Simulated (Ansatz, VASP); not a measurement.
## AlN: VASP beside Ansatz

```xyz
2
Lattice="1.9041 -1.9035 0.0000 1.9041 1.9035 0.0000 0.0000 0.0000 4.3516" Properties=species:S:1:pos:R:3 pbc="T T T"
Al    1.9041    0.0000    2.1758
N     0.0000    0.0000    2.1758
```

Alike in both runs: functional PBE; k mesh 5 × 5 × 4; occupations gaussian, width 0.15 eV; no spin polarisation.

Ansatz relaxed the structure, and its values are those at the end. VASP's run is a single point on that final structure, the one shown.

|  | VASP | Ansatz |
| --- | --- | --- |
| version | VASP 6.6.1 | Ansatz 0.2.0 |
| potentials or method | VASP PAW PBE potentials, release 64 (Al, N), cutoff 600 eV | scalar-relativistic, plane waves, PAW |
| valence electrons in the cell | 8 | 8 |

|  | VASP | Ansatz | Ansatz less VASP |
| --- | --- | --- | --- |
| gap on the k mesh at the Fermi level (eV) | 1.06 | 1.06 | +0.001 |
| least direct gap on the mesh (eV) | 1.69 | 1.69 | -0.004 |
| pressure (GPa) | -0.2 | 0.0 | +0.18 |

The k mesh is coarse, so the values compare programs but aren't converged.
